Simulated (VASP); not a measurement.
# Sc (P6_3/mmc) in VASP: single point with LDA

Aim: the single point of Sc with LDA.

All numbers are computed with VASP 6.6.1; they aren't measurements. Logs are shortened: lines on timing, memory, paths and dates and some standing lists are left out, and cuts for length are marked.

## 1. The cell of the first run

Symmetry: P6_3/mmc, No. 194, hexagonal system. Conventional cell: a = 3.309 Å, b = 3.309 Å, c = 5.268 Å, α = 90.00°, β = 90.00°, γ = 120.00°. Within 4.3 Å of Sc (site symmetry -6m2) lie 12 Sc at 3.25 to 3.31 Å.

## 2. Single point, LDA

Input file INCAR:

```
SYSTEM = Sc
PREC = Accurate ; ENCUT = 520
EDIFF = 1E-7 ; ISMEAR = 0
SIGMA = 0.15 ; LREAL = .False.
LASPH = .True. ; NELM = 100
ALGO = Fast ; ISIF = 2
LWAVE = .False. ; LCHARG = .True.
LELF = .True. ; LVHAR = .True.
NBANDS = 18
```

Input file KPOINTS:

```
Automatic mesh
0
Gamma
  18 18 10
  0 0 0
```

Input file POSCAR:

```
Sc
1.0
    3.3087978973      0.0000000000      0.0000000000
   -1.6543989486      2.8655030350      0.0000000000
    0.0000000000      0.0000000000      5.2680000000
Sc
2
Direct
    0.3333333333      0.6666666667      0.2500000000
    0.6666666667      0.3333333333      0.7500000000
```

Potentials or basis: VASP PAW LDA potentials, release 64 (Sc_sv).

Command:

```console
> cat potpaw_LDA.64/Sc_sv/POTCAR > POTCAR
> mpirun -np 1 vasp_std > vasp.out
```

OUTCAR:

```text
SYSTEM = Sc
   PREC = Accurate
   ENCUT = 520
   EDIFF = 1E-7
   ISMEAR = 0
   LREAL = .False.
   LASPH = .True.
   NELM = 100
   ISIF = 2

 ion  position               nearest neighbor table
   1  0.333  0.667  0.250-   2 3.25   2 3.25   2 3.25   2 3.25   2 3.25   2 3.25
   2  0.667  0.333  0.750-   1 3.25   1 3.25   1 3.25   1 3.25   1 3.25   1 3.25

  LATTYP: Found a hexagonal cell.
 ALAT       =     3.3087978973
 C/A-ratio  =     1.5921190002

  Lattice vectors:

 A1 = (   3.3087978973,   0.0000000000,   0.0000000000)
 A2 = (  -1.6543989486,   2.8655030350,   0.0000000000)
 A3 = (   0.0000000000,   0.0000000000,   5.2680000000)

Analysis of symmetry for initial positions (statically):
=====================================================================
 Subroutine PRICEL returns:
 Original cell was already a primitive cell.

 Routine SETGRP: Setting up the symmetry group for a
 hexagonal supercell.

 Subroutine GETGRP returns: Found 24 space group operations
 (whereof 12 operations were pure point group operations)
 out of a pool of 24 trial point group operations.

The static configuration has the point symmetry D_3d.
 The point group associated with its full space group is D_6h.

Analysis of symmetry for dynamics (positions and initial velocities):
=====================================================================
 Subroutine PRICEL returns:
 Original cell was already a primitive cell.

 Routine SETGRP: Setting up the symmetry group for a
 hexagonal supercell.

 Subroutine GETGRP returns: Found 24 space group operations
 (whereof 12 operations were pure point group operations)
 out of a pool of 24 trial point group operations.

The dynamic configuration has the point symmetry D_3d.
 The point group associated with its full space group is D_6h.

 Subroutine INISYM returns: Found 24 space group operations
 (whereof 12 operations are pure point group operations),
 and found     1 'primitive' translations

----------------------------------------------------------------------------------------

                                     Primitive cell

  volume of cell :      49.9479

  direct lattice vectors                    reciprocal lattice vectors
     3.308797897  0.000000000  0.000000000     0.302224563  0.174489433  0.000000000
    -1.654398949  2.865503035  0.000000000     0.000000000  0.348978866  0.000000000
     0.000000000  0.000000000  5.268000000     0.000000000  0.000000000  0.189825361

  length of vectors
     3.308797897  3.308797897  5.268000000     0.348978866  0.348978866  0.189825361

  position of ions in fractional coordinates (direct lattice)
     0.333333333  0.666666667  0.250000000
     0.666666667  0.333333333  0.750000000

  ion indices of the primitive-cell ions
   primitive index   ion index
                 1           1
                 2           2

----------------------------------------------------------------------------------------

 KPOINTS: Automatic mesh

Automatic generation of k-mesh.
 Grid dimensions read from file:
 generate k-points for:   18   18   10

 Generating k-lattice:

  Cartesian coordinates                     Fractional coordinates (reciprocal lattice)
     0.016790254  0.009693857  0.000000000     0.055555556 -0.000000000  0.000000000
     0.000000000  0.019387715  0.000000000     0.000000000  0.055555556  0.000000000
     0.000000000  0.000000000  0.018982536     0.000000000  0.000000000  0.100000000

  Length of vectors
     0.019387715  0.019387715  0.018982536

  Shift w.r.t. Gamma in fractional coordinates (k-lattice)
     0.000000000  0.000000000  0.000000000

 Subroutine IBZKPT returns following result:
 ===========================================

 Found    222 irreducible k-points:

 Following reciprocal coordinates:
            Coordinates               Weight
  0.000000  0.000000  0.000000      1.000000
  0.055556 -0.000000  0.000000      6.000000
  0.111111 -0.000000  0.000000      6.000000
  0.166667 -0.000000  0.000000      6.000000
  0.222222 -0.000000  0.000000      6.000000
  0.277778  0.000000  0.000000      6.000000
[... 16 lines left out ...]
  0.333333  0.111111  0.000000     12.000000
  0.388889  0.111111  0.000000     12.000000
 [... further k-points ...]
   k-points           NKPTS =    222   k-points in BZ     NKDIM =    222   number of bands    NBANDS=     18
   number of dos      NEDOS =    301   number of ions     NIONS =      2
   total plane-waves  NPLWV =  31360
   dimension x,y,z NGX =    28 NGY =   28 NGZ =   40
   dimension x,y,z NGXF=    56 NGYF=   56 NGZF=   80
   ions per type =               2
   NGX,Y,Z   is equivalent  to a cutoff of  14.07, 14.07, 12.62 a.u.
   NGXF,Y,Z  is equivalent  to a cutoff of  28.14, 28.14, 25.25 a.u.
 SYSTEM =  Sc
   PREC   = accura    normal or accurate (medium, high low for compatibility)
   ISTART =      0    job   : 0-new  1-cont  2-samecut
   ICHARG =      2    charge: 1-file 2-atom 10-const
   ISPIN  =      1    spin polarized calculation?
   LNONCOLLINEAR =      F non collinear calculations
   LSORBIT =      F    spin-orbit coupling
   LASPH  =      T    aspherical Exc in radial PAW
   ENCUT  =  520.0 eV  38.22 Ry    6.18 a.u.   6.15  6.15  9.79*2*pi/ulx,y,z
   NELM   =    100;   NELMIN=  2; NELMDL= -5     # of ELM steps
   EDIFF  = 0.1E-06   stopping-criterion for ELM
   LREAL  =      F    real-space projection
   EDIFFG = 0.1E-05   stopping-criterion for IOM
   NSW    =      0    number of steps for IOM
   IBRION =     -1    ionic relax: 0-MD 1-quasi-New 2-CG
   NFREE  =      0    steps in history (QN), initial steepest desc. (CG)
   ISIF   =      2    stress and relaxation
   ISYM   =      2    0-nonsym 1-usesym 2-fastsym
   POTIM  = 0.5000    time-step for ionic-motion
   TEBEG  =    0.0;   TEEND  =   0.0 temperature during run
   PSTRESS=    0.0 pullay stress
   NELECT =      22.0000    total number of electrons
   NUPDOWN=      -1.0000    fix difference up-down
   EMIN   =  10.00;   EMAX   =-10.00  energy-range for DOS
   EFERMI =   0.00;   METHOD = LEGACY
   ISMEAR =     0;   SIGMA  =   0.15  broadening in eV -4-tet -1-fermi 0-gaus
   EFERMI_NEDOS =   21; number of points for ismear=-14 and -15
   IALGO  =     68    algorithm
   IMIX   =      4    mixing-type and parameters
     AMIX     =   0.40;   BMIX     =  1.00
     AMIX_MAG =   1.60;   BMIX_MAG =  1.00
  volume/ion in A,a.u.               =      24.97       168.53
  Fermi-wavevector in a.u.,A,eV,Ry     =   1.245595  2.353833 21.109524  1.551506
  Thomas-Fermi vector in A             =   2.379810
   LORBIT       =      0    0 simple, 1 ext, 2 COOP (PROOUT), +10 PAW based schemes
   GGA     = CA    functional components
   LHFCALC =     F    Hartree Fock is set to
   AEXX    =    0.0000 exact exchange contribution
   IVDW    =     0    specifies the selected vdW correction
   LEPSILON=     F    determine dielectric tensor
   LRPA    =     F    only Hartree local field effects (RPA)
 non-spin polarized calculation
 RMM-DIIS sequential band-by-band and
 Gauss-broadening in eV      SIGMA  =   0.15
  energy-cutoff  :      520.00
  volume of cell :       49.95
 maximum number of plane-waves:      1363
 NGX is ok and might be reduce to    28
   NGX = 13   NGY = 13   NGZ = 19

 number of electron      22.0000000 magnetization

 Free energy of the ion-electron system (eV)
  ---------------------------------------------------
  ext. energy  EPLUGINS =         0.00000000
  ---------------------------------------------------
  free energy    TOTEN  =       -13.38194359 eV

  energy without entropy =      -13.33297431  energy(sigma->0) =      -13.35745895

 E-fermi :   3.3874     XC(G=0): -10.0895

 val. band max:        3.3869384853   @ k =   0.2778   0.2222   0.3000
 cond. band min:       3.3912394050   @ k =   0.1111   0.1111   0.0000
 fundamental gap:      0.0043009197
 Fermi energy:         3.3873708345

 k-point     1 :       0.0000    0.0000    0.0000
  band No.  band energies     occupation
      1     -45.4630      2.00000
      2     -45.3973      2.00000
      3     -24.6197      2.00000
      4     -24.2834      2.00000
      5     -24.2834      2.00000
      6     -24.2243      2.00000
[... 10 lines left out ...]
     17       5.6828      0.00000
     18       5.6831      0.00000

 k-point     2 :       0.0556   -0.0000    0.0000
  band No.  band energies     occupation
      1     -45.4615      2.00000
      2     -45.3967      2.00000
      3     -24.6158      2.00000
      4     -24.2917      2.00000
      5     -24.2862      2.00000
      6     -24.2329      2.00000
[... 10 lines left out ...]
     17       5.6246      0.00000
     18       5.6419      0.00000

 k-point     3 :       0.1111   -0.0000    0.0000
  band No.  band energies     occupation
      1     -45.4571      2.00000
      2     -45.3950      2.00000
      3     -24.6041      2.00000
      4     -24.3155      2.00000
      5     -24.2941      2.00000
      6     -24.2576      2.00000
[... 10 lines left out ...]
     17       5.5026      0.00000
     18       5.5306      0.00000

 k-point     4 :       0.1667   -0.0000    0.0000
  band No.  band energies     occupation
      1     -45.4503      2.00000
      2     -45.3924      2.00000
      3     -24.5855      2.00000
      4     -24.3521      2.00000
      5     -24.3057      2.00000
      6     -24.2948      2.00000
[... 10 lines left out ...]
     17       5.5283      0.00000
     18       5.7109      0.00000

 k-point     5 :       0.2222   -0.0000    0.0000
  band No.  band energies     occupation
      1     -45.4416      2.00000
      2     -45.3895      2.00000
      3     -24.5611      2.00000
      4     -24.3974      2.00000
      5     -24.3395      2.00000
      6     -24.3197      2.00000
[... 10 lines left out ...]
     17       5.7657      0.00000
     18       5.9866      0.00000

 k-point     6 :       0.2778    0.0000    0.0000
  band No.  band energies     occupation
      1     -45.4321      2.00000
      2     -45.3868      2.00000
      3     -24.5328      2.00000
      4     -24.4458      2.00000
      5     -24.3860      2.00000
      6     -24.3343      2.00000
[... 10 lines left out ...]
     17       6.0560      0.00000
     18       6.2961      0.00000

 k-point     7 :       0.3333    0.0000    0.0000
  band No.  band energies     occupation
      1     -45.4225      2.00000
      2     -45.3848      2.00000
      3     -24.5026      2.00000
      4     -24.4916      2.00000
      5     -24.4288      2.00000
      6     -24.3477      2.00000
[... 10 lines left out ...]
     17       6.4170      0.00000
     18       6.6173      0.00000

 k-point     8 :       0.3889   -0.0000    0.0000
  band No.  band energies     occupation
      1     -45.4140      2.00000
      2     -45.3838      2.00000
      3     -24.5290      2.00000
      4     -24.4736      2.00000
      5     -24.4631      2.00000
      6     -24.3584      2.00000
[... 10 lines left out ...]
     17       6.8352      0.00000
     18       7.0033      0.00000
[... 229 lines left out ...]
     17       5.5297      0.00000
     18       5.8968      0.00000

 k-point    20 :       0.1667    0.1111    0.0000
  band No.  band energies     occupation
      1     -45.4382      2.00000
      2     -45.3884      2.00000
      3     -24.5511      2.00000
      4     -24.4005      2.00000
      5     -24.3751      2.00000
      6     -24.3111      2.00000
[... 10 lines left out ...]
     17       5.8482      0.00000
     18       6.8724      0.00000

 k-point    21 :       0.2222    0.1111    0.0000
  band No.  band energies     occupation
      1     -45.4290      2.00000
      2     -45.3860      2.00000
      3     -24.5235      2.00000
      4     -24.4441      2.00000
      5     -24.4090      2.00000
      6     -24.3330      2.00000
[... 10 lines left out ...]
     17       6.2020      0.00000
     18       6.5415      0.00000

 k-point    22 :       0.2778    0.1111    0.0000
  band No.  band energies     occupation
      1     -45.4198      2.00000
      2     -45.3843      2.00000
      3     -24.4939      2.00000
      4     -24.4867      2.00000
      5     -24.4388      2.00000
      6     -24.3538      2.00000
[... 10 lines left out ...]
     17       6.5720      0.00000
     18       6.9593      0.00000

 k-point    23 :       0.3333    0.1111    0.0000
  band No.  band energies     occupation
      1     -45.4116      2.00000
      2     -45.3837      2.00000
      3     -24.5216      2.00000
      4     -24.4652      2.00000
      5     -24.4627      2.00000
      6     -24.3707      2.00000
[... 10 lines left out ...]
     17       6.8979      0.00000
     18       7.2325      0.00000

 k-point    24 :       0.3889    0.1111    0.0000
  band No.  band energies     occupation
      1     -45.4055      2.00000
      2     -45.3840      2.00000
      3     -24.5443      2.00000
      4     -24.4783      2.00000
      5     -24.4420      2.00000
      6     -24.3816      2.00000
[... 10 lines left out ...]
     17       7.1091      0.00000
     18       7.2144      0.00000

 [... further k-points ...]

------------------------ aborting loop because EDIFF is reached ----------------------------------------

  FORCE on cell =-STRESS in cart. coord.  units (eV):
  Direction    XX          YY          ZZ          XY          YZ          ZX
  --------------------------------------------------------------------------------------
  -------------------------------------------------------------------------------------
  Total       -1.4380600     -1.4380600     -1.9829026     -0.0000000      0.0000000     -0.0000000
  in kB      -46.1286454    -46.1286454    -63.6055594     -0.0000000      0.0000000     -0.0000000
  external PRESSURE =     -51.9542834 kB  Pullay stress =       0.0000000 kB

 VOLUME and BASIS-vectors are now :
 -----------------------------------------------------------------------------
  energy-cutoff  :      520.00
  volume of cell :       49.95
      direct lattice vectors                 reciprocal lattice vectors
     3.308797897  0.000000000  0.000000000     0.302224563  0.174489433  0.000000000
    -1.654398949  2.865503035  0.000000000     0.000000000  0.348978866  0.000000000
     0.000000000  0.000000000  5.268000000     0.000000000  0.000000000  0.189825361

 POSITION                                       TOTAL-FORCE (eV/Angst)
 -----------------------------------------------------------------------------------
     -0.00000      1.91034      1.31700        -0.000000      0.000000      0.000000
      1.65440      0.95517      3.95100         0.000000     -0.000000      0.000000
 -----------------------------------------------------------------------------------
    total drift:                               -0.000000      0.000000     -0.000000

  FREE ENERGIE OF THE ION-ELECTRON SYSTEM (eV)
  ---------------------------------------------------
  free  energy   TOTEN  =       -13.3819435882 eV

  energy  without entropy=      -13.3329743137  energy(sigma->0) =      -13.35745895
```

Run time: 2.2 min. Hardware: 1 thread of Intel Xeon 6975P-C (Granite Rapids), shared host; peak memory 0.27 GiB.

Results:

| Item | Value |
| --- | --- |
| Free energy | -13.3819 eV |
| Pressure | -5.2 GPa |
| Band gap on the k mesh | zero (band 11 reaches 4.24 eV, above the bottom of band 12 at 2.90 eV) |
